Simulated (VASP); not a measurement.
# In4Sb (Pm-3m) in VASP: further runs

In4Sb is run at these levels: PBE; tasks: single point, relaxation of cell and atoms.

All numbers are computed with VASP 6.6.1; they aren't measurements. Logs are shortened: lines on timing, memory, paths and dates and some standing lists are left out, and cuts for length are marked.

### 1 The cell of the first run

It takes space group Pm-3m (No. 221, cubic). The conventional cell has a = 5.065 Å, b = 5.065 Å, c = 5.065 Å, α = 90.00°, β = 90.00°, γ = 90.00°. In (site symmetry 4/mmm) has 2 In at 2.53 Å within 3.3 Å. Within 3.3 Å of In (site symmetry m-3m) lie 6 In at 2.53 Å. Sb (site symmetry m-3m) has 20 In at 3.58 to 4.39 Å within 4.7 Å.

The cell was built from a structure type or drawn by symmetry, and may not be a known phase.

### 2 Single point, PBE

File INCAR:

```
SYSTEM = In4Sb
PREC = Accurate
ENCUT = 520
EDIFF = 1E-7
ISMEAR = 0
SIGMA = 0.1
LREAL = .False.
LASPH = .True.
NELM = 100
ALGO = Normal
ISIF = 2
LWAVE = .False.
LCHARG = .False.
GGA = PE
NBANDS = 36
```

File KPOINTS:

```
Automatic mesh
0
Gamma
  4 4 4
  0 0 0
```

File POSCAR:

```
In4Sb
1.0
    5.0654421900      0.0000000000      0.0000000000
    0.0000000000      5.0654421900      0.0000000000
    0.0000000000      0.0000000000      5.0654421900
In Sb
4 1
Direct
    0.0000000000      0.5000000000      0.5000000000
    0.5000000000      0.0000000000      0.5000000000
    0.5000000000      0.5000000000      0.0000000000
    0.5000000000      0.5000000000      0.5000000000
    0.0000000000      0.0000000000      0.0000000000
```

Potentials or basis: VASP PAW PBE potentials, release 64 (In_d, Sb).

Command:

```console
> cat potpaw_PBE.64/In_d/POTCAR potpaw_PBE.64/Sb/POTCAR > POTCAR
> mpirun -np 1 vasp_std > vasp.out
```

OUTCAR:

```text
SYSTEM = In4Sb
   PREC = Accurate
   ENCUT = 520
   EDIFF = 1E-7
   ISMEAR = 0
   LREAL = .False.
   LASPH = .True.
   NELM = 100
   ISIF = 2
   GGA = PE

 ion  position               nearest neighbor table
   1  0.000  0.500  0.500-   4 2.53   4 2.53   2 3.58   5 3.58   3 3.58   5 3.58   2 3.58   5 3.58
                             5 3.58   2 3.58   3 3.58   3 3.58   3 3.58   2 3.58
   2  0.500  0.000  0.500-   4 2.53   4 2.53   1 3.58   5 3.58   3 3.58   5 3.58   1 3.58   3 3.58
                             3 3.58   3 3.58   1 3.58   5 3.58   5 3.58   1 3.58
   3  0.500  0.500  0.000-   4 2.53   4 2.53   1 3.58   5 3.58   1 3.58   2 3.58   2 3.58   2 3.58
                             5 3.58   2 3.58   1 3.58   5 3.58   1 3.58   5 3.58
   4  0.500  0.500  0.500-   1 2.53   2 2.53   3 2.53   3 2.53   2 2.53   1 2.53
   5  0.000  0.000  0.000-   1 3.58   2 3.58   3 3.58   1 3.58   2 3.58   1 3.58   3 3.58   1 3.58
                             2 3.58   3 3.58   2 3.58   3 3.58

  LATTYP: Found a simple cubic cell.
 ALAT       =     5.0654421900

  Lattice vectors:

 A1 = (   5.0654421900,   0.0000000000,   0.0000000000)
 A2 = (   0.0000000000,   5.0654421900,   0.0000000000)
 A3 = (   0.0000000000,   0.0000000000,   5.0654421900)

Analysis of symmetry for initial positions (statically):
=====================================================================
 Subroutine PRICEL returns:
 Original cell was already a primitive cell.

 Routine SETGRP: Setting up the symmetry group for a
 simple cubic supercell.

 Subroutine GETGRP returns: Found 48 space group operations
 (whereof 48 operations were pure point group operations)
 out of a pool of 48 trial point group operations.

The static configuration has the point symmetry O_h .

Analysis of symmetry for dynamics (positions and initial velocities):
=====================================================================
 Subroutine PRICEL returns:
 Original cell was already a primitive cell.

 Routine SETGRP: Setting up the symmetry group for a
 simple cubic supercell.

 Subroutine GETGRP returns: Found 48 space group operations
 (whereof 48 operations were pure point group operations)
 out of a pool of 48 trial point group operations.

The dynamic configuration has the point symmetry O_h .

 Subroutine INISYM returns: Found 48 space group operations
 (whereof 48 operations are pure point group operations),
 and found     1 'primitive' translations

----------------------------------------------------------------------------------------

                                     Primitive cell

  volume of cell :     129.9727

  direct lattice vectors                    reciprocal lattice vectors
     5.065442190  0.000000000  0.000000000     0.197416131  0.000000000  0.000000000
     0.000000000  5.065442190  0.000000000     0.000000000  0.197416131  0.000000000
     0.000000000  0.000000000  5.065442190     0.000000000  0.000000000  0.197416131

  length of vectors
     5.065442190  5.065442190  5.065442190     0.197416131  0.197416131  0.197416131

  position of ions in fractional coordinates (direct lattice)
     0.000000000  0.500000000  0.500000000
     0.500000000  0.000000000  0.500000000
     0.500000000  0.500000000  0.000000000
     0.500000000  0.500000000  0.500000000
     0.000000000  0.000000000  0.000000000

  ion indices of the primitive-cell ions
   primitive index   ion index
                 1           1
                 2           2
                 3           3
                 4           4
                 5           5

----------------------------------------------------------------------------------------

 KPOINTS: Automatic mesh

Automatic generation of k-mesh.
 Grid dimensions read from file:
 generate k-points for:    4    4    4

 Generating k-lattice:

  Cartesian coordinates                     Fractional coordinates (reciprocal lattice)
     0.049354033  0.000000000  0.000000000     0.250000000  0.000000000  0.000000000
     0.000000000  0.049354033  0.000000000     0.000000000  0.250000000  0.000000000
     0.000000000  0.000000000  0.049354033     0.000000000  0.000000000  0.250000000

  Length of vectors
     0.049354033  0.049354033  0.049354033

  Shift w.r.t. Gamma in fractional coordinates (k-lattice)
     0.000000000  0.000000000  0.000000000

 Subroutine IBZKPT returns following result:
 ===========================================

 Found     10 irreducible k-points:

 Following reciprocal coordinates:
            Coordinates               Weight
  0.000000  0.000000  0.000000      1.000000
  0.250000  0.000000  0.000000      6.000000
  0.500000  0.000000  0.000000      3.000000
  0.250000  0.250000  0.000000     12.000000
  0.500000  0.250000  0.000000     12.000000
  0.500000  0.500000  0.000000      3.000000
  0.250000  0.250000  0.250000      8.000000
  0.500000  0.250000  0.250000     12.000000
  0.500000  0.500000  0.250000      6.000000
  0.500000  0.500000  0.500000      1.000000
   k-points           NKPTS =     10   k-points in BZ     NKDIM =     10   number of bands    NBANDS=     36
   number of dos      NEDOS =    301   number of ions     NIONS =      5
   total plane-waves  NPLWV =  64000
   dimension x,y,z NGX =    40 NGY =   40 NGZ =   40
   dimension x,y,z NGXF=    80 NGYF=   80 NGZF=   80
   ions per type =               4   1
   NGX,Y,Z   is equivalent  to a cutoff of  13.13, 13.13, 13.13 a.u.
   NGXF,Y,Z  is equivalent  to a cutoff of  26.26, 26.26, 26.26 a.u.
 SYSTEM =  In4Sb
   PREC   = accura    normal or accurate (medium, high low for compatibility)
   ISTART =      0    job   : 0-new  1-cont  2-samecut
   ICHARG =      2    charge: 1-file 2-atom 10-const
   ISPIN  =      1    spin polarized calculation?
   LNONCOLLINEAR =      F non collinear calculations
   LSORBIT =      F    spin-orbit coupling
   LASPH  =      T    aspherical Exc in radial PAW
   ENCUT  =  520.0 eV  38.22 Ry    6.18 a.u.   9.42  9.42  9.42*2*pi/ulx,y,z
   NELM   =    100;   NELMIN=  2; NELMDL= -5     # of ELM steps
   EDIFF  = 0.1E-06   stopping-criterion for ELM
   LREAL  =      F    real-space projection
   EDIFFG = 0.1E-05   stopping-criterion for IOM
   NSW    =      0    number of steps for IOM
   IBRION =     -1    ionic relax: 0-MD 1-quasi-New 2-CG
   NFREE  =      0    steps in history (QN), initial steepest desc. (CG)
   ISIF   =      2    stress and relaxation
   ISYM   =      2    0-nonsym 1-usesym 2-fastsym
   POTIM  = 0.5000    time-step for ionic-motion
   TEBEG  =    0.0;   TEEND  =   0.0 temperature during run
   PSTRESS=    0.0 pullay stress
   NELECT =      57.0000    total number of electrons
   NUPDOWN=      -1.0000    fix difference up-down
   EMIN   =  10.00;   EMAX   =-10.00  energy-range for DOS
   EFERMI =   0.00;   METHOD = LEGACY
   ISMEAR =     0;   SIGMA  =   0.10  broadening in eV -4-tet -1-fermi 0-gaus
   EFERMI_NEDOS =   21; number of points for ismear=-14 and -15
   IALGO  =     38    algorithm
   IMIX   =      4    mixing-type and parameters
     AMIX     =   0.40;   BMIX     =  1.00
     AMIX_MAG =   1.60;   BMIX_MAG =  1.00
  volume/ion in A,a.u.               =      25.99       175.42
  Fermi-wavevector in a.u.,A,eV,Ry     =   1.243796  2.350433 21.048594  1.547028
  Thomas-Fermi vector in A             =   2.378091
   LORBIT       =      0    0 simple, 1 ext, 2 COOP (PROOUT), +10 PAW based schemes
   GGA     = PE    functional components
   LHFCALC =     F    Hartree Fock is set to
   AEXX    =    0.0000 exact exchange contribution
   IVDW    =     0    specifies the selected vdW correction
   LEPSILON=     F    determine dielectric tensor
   LRPA    =     F    only Hartree local field effects (RPA)
 non-spin polarized calculation
 Gauss-broadening in eV      SIGMA  =   0.10
  energy-cutoff  :      520.00
  volume of cell :      129.97
 maximum number of plane-waves:      3532
 NGX is ok and might be reduce to    40
   NGX = 19   NGY = 19   NGZ = 19

 number of electron      57.0000012 magnetization

 Free energy of the ion-electron system (eV)
  ---------------------------------------------------
  ext. energy  EPLUGINS =         0.00000000
  ---------------------------------------------------
  free energy    TOTEN  =       -10.76784685 eV

  energy without entropy =      -10.76584346  energy(sigma->0) =      -10.76684515

 E-fermi :   7.7263     XC(G=0): -10.1660

 val. band max:        7.5898116259   @ k =   0.2500   0.2500   0.2500
 cond. band min:       7.8298316656   @ k =   0.0000   0.0000   0.0000
 fundamental gap:      0.2400200397
 Fermi energy:         7.7262953904

 k-point     1 :       0.0000    0.0000    0.0000
  band No.  band energies     occupation
      1      -9.1401      2.00000
      2      -9.1401      2.00000
      3      -8.4594      2.00000
      4      -8.4594      2.00000
      5      -8.4594      2.00000
      6      -7.9514      2.00000
[... 28 lines left out ...]
     35      13.4125      0.00000
     36      13.4133      0.00000

 k-point     2 :       0.2500    0.0000    0.0000
  band No.  band energies     occupation
      1      -9.1391      2.00000
      2      -8.9576      2.00000
      3      -8.4570      2.00000
      4      -8.3733      2.00000
      5      -8.3733      2.00000
      6      -7.8572      2.00000
[... 28 lines left out ...]
     35      12.8667      0.00000
     36      12.8792      0.00000

 k-point     3 :       0.5000    0.0000    0.0000
  band No.  band energies     occupation
      1      -9.1381      2.00000
      2      -8.7638      2.00000
      3      -8.4545      2.00000
      4      -8.2681      2.00000
      5      -8.2681      2.00000
      6      -7.5452      2.00000
[... 28 lines left out ...]
     35      11.3395      0.00000
     36      11.3395      0.00000
[... 196 lines left out ...]
 k-point     9 :       0.5000    0.5000    0.2500
  band No.  band energies     occupation
      1      -8.7068      2.00000
      2      -8.2544      2.00000
      3      -8.1610      2.00000
      4      -8.1610      2.00000
      5      -8.0260      2.00000
      6      -7.5745      2.00000
[... 28 lines left out ...]
     35      13.2728      0.00000
     36      13.9758      0.00000

 k-point    10 :       0.5000    0.5000    0.5000
  band No.  band energies     occupation
      1      -8.2517      2.00000
      2      -8.2517      2.00000
      3      -8.0221      2.00000
      4      -8.0221      2.00000
      5      -8.0221      2.00000
      6      -7.5955      2.00000
[... 28 lines left out ...]
     35      14.2633      0.00000
     36      14.2908      0.00000

------------------------ aborting loop because EDIFF is reached ----------------------------------------

  FORCE on cell =-STRESS in cart. coord.  units (eV):
  Direction    XX          YY          ZZ          XY          YZ          ZX
  --------------------------------------------------------------------------------------
  -------------------------------------------------------------------------------------
  Total       13.1645113     13.1645113     13.1645113      0.0000000     -0.0000000      0.0000000
  in kB      162.2793402    162.2793402    162.2793402      0.0000000     -0.0000000      0.0000000
  external PRESSURE =     162.2793402 kB  Pullay stress =       0.0000000 kB

 VOLUME and BASIS-vectors are now :
 -----------------------------------------------------------------------------
  energy-cutoff  :      520.00
  volume of cell :      129.97
      direct lattice vectors                 reciprocal lattice vectors
     5.065442190  0.000000000  0.000000000     0.197416131  0.000000000  0.000000000
     0.000000000  5.065442190  0.000000000     0.000000000  0.197416131  0.000000000
     0.000000000  0.000000000  5.065442190     0.000000000  0.000000000  0.197416131

 POSITION                                       TOTAL-FORCE (eV/Angst)
 -----------------------------------------------------------------------------------
      0.00000      2.53272      2.53272         0.000000      0.000000      0.000000
      2.53272      0.00000      2.53272         0.000000      0.000000      0.000000
      2.53272      2.53272      0.00000         0.000000      0.000000      0.000000
      2.53272      2.53272      2.53272         0.000000      0.000000      0.000000
      0.00000      0.00000      0.00000         0.000000      0.000000      0.000000
 -----------------------------------------------------------------------------------
    total drift:                               -0.000000      0.000000     -0.000000

  FREE ENERGIE OF THE ION-ELECTRON SYSTEM (eV)
  ---------------------------------------------------
  free  energy   TOTEN  =       -10.7678468473 eV

  energy  without entropy=      -10.7658434559  energy(sigma->0) =      -10.76684515
```

Wall time 26 s (1 thread of Intel Xeon Platinum 8559C (Emerald Rapids), shared host); peak memory 0.25 GiB.

Results:

```
Free energy            : -10.7678 eV
Pressure               : 16.2 GPa
Band gap on the k mesh : zero (an odd number of electrons rules out a gap without spin polarisation)
```

Caveat: the cell stands under pressure; spin-orbit coupling is left out, which moves the levels of the heavy elements.

[end of part 1 of 2]
